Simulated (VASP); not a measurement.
Here is a VASP 6.6.1 calculation.

File INCAR:

```
SYSTEM = Cu12O
PREC = Accurate
ENCUT = 520
EDIFF = 1E-6
ISMEAR = 0
SIGMA = 0.1
LREAL = .False.
LASPH = .True.
NELM = 80
ALGO = Normal
ISIF = 2
LWAVE = .False.
LCHARG = .True.
LDIPOL = .True.
IDIPOL = 3
DIPOL = 0.5 0.5 0.322
GGA = PE
LELF = .True.
LVHAR = .True.
LVACPOTAV = .True.
NBANDS = 81
```

The input KPOINTS:

```
Automatic mesh
0
Gamma
  6 6 1
  0 0 0
```

The input POSCAR:

```
Cu12O
1.0
    5.1319544695      0.0000000000      0.0000000000
   -2.5659772347      4.4444029416      0.0000000000
    0.0000000000      0.0000000000     19.6215699228
Cu O
12 1
Direct
    0.3333333333      0.1666666667      0.2038572864
    0.3333333333      0.6666666667      0.2038572864
    0.8333333333      0.1666666667      0.2038572864
    0.8333333333      0.6666666667      0.2038572864
    0.1666666667      0.3333333333      0.3088787979
    0.1666666667      0.8333333333      0.3088787979
    0.6666666667      0.3333333333      0.3088787979
    0.6666666667      0.8333333333      0.3088787979
    0.0000000000      0.0000000000      0.4139103015
    0.0000000000      0.5000000000      0.4139103015
    0.5000000000      0.0000000000      0.4139103015
    0.5000000000      0.5000000000      0.4139103015
    0.0833333333      0.3333333333      0.4811104408
```

Potentials or basis: VASP PAW PBE potentials, release 64 (Cu, O).

The run is started by

```sh
$ cat potpaw_PBE.64/Cu/POTCAR potpaw_PBE.64/O/POTCAR > POTCAR
$ mpirun -np 1 vasp_std > vasp.out
```

Problem. Estimate the band gap on the k mesh.

Solution. Zero (bands 69 and 70 overlap by 0.19 eV).

Problem. Estimate the largest force.

Solution. 2.029 eV/Å.

Forces on the atoms (eV/Å):
```
Cu   0.016  0.003 -0.085
Cu   0.013  0.006 -0.055
Cu  -0.007 -0.004 -0.026
Cu  -0.009 -0.003 -0.179
Cu   0.041  0.004 -0.256
Cu  -0.082 -0.013  0.136
Cu  -0.049  0.063  0.055
Cu   0.046 -0.056  0.039
Cu   0.025  0.135  0.694
Cu  -1.291  1.204 -0.901
Cu  -0.013  0.028 -0.077
Cu  -0.298 -0.140  0.498
O    1.609 -1.227  0.158
```

With open d or f shells a metallic result of PBE can be an artefact of self-interaction; +U or a hybrid may open a gap.
